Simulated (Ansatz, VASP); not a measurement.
Bi in VASP and in Ansatz

File INCAR:

```
  PREC = Accurate
  ENCUT = 520
  EDIFF = 1E-6
  ISMEAR = 0
  SIGMA = 0.15
  LREAL = False
  LASPH = True
  NELM = 100
  ALGO = Fast
  ISIF = 2
  LWAVE = False
  LCHARG = False
  GGA = PS
  IVDW = 12
  NBANDS = 14
```

The input KPOINTS:

```
Automatic mesh
0
Gamma
  18 18 18
```

The input POSCAR:

```
Bi
1.0
   -1.6756326468      1.6756326468      2.4346942358
    1.6756326468     -1.6756326468      2.4346942358
    1.6756326468      1.6756326468     -2.4346942358
Bi
1
Direct
    0.0000000000      0.0000000000      0.0000000000
```

Input for Ansatz:

```yaml
crystal:
  lattice:
    - [-1.6756326468, 1.6756326468, 2.4346942358]
    - [1.6756326468, -1.6756326468, 2.4346942358]
    - [1.6756326468, 1.6756326468, -2.4346942358]
  atoms:
    - { symbol: Bi, position: [0.0, 0.0, 0.0] }
basis:
  ecutwfc: 420
kpoints:
  mp_grid: { grid: [18, 18, 18] }
hamiltonian:
  xc: pbesol
  pseudopotentials: { kind: paw }
  dispersion: d3bj
scf:
  occupations: { method: gaussian, width: 0.15 }
output:
  forces: true
  stress: true
  eigenvalues: true
```

Alike in both runs: task single point; functional PBEsol; dispersion D3(BJ); k mesh 18 × 18 × 18; occupations gaussian, width 0.15 eV; no spin polarisation.

```csv
,VASP,Ansatz
version,VASP 6.6.1,Ansatz 0.2.0
potentials or method,"VASP PAW PBE potentials, release 64 (Bi_d), cutoff 520 eV","scalar-relativistic, plane waves, PAW"
valence electrons in the cell,15,15
```

```csv
,VASP,Ansatz,Ansatz less VASP
gap on the k mesh at the Fermi level (eV),none,none,-
pressure (GPa),3.6,3.6,+0.03
```

VASP's potentials were made for PBE, not for PBEsol. A gap of «none» marks a metal or a gap that the smearing closes.

Neither program's run includes spin-orbit coupling.
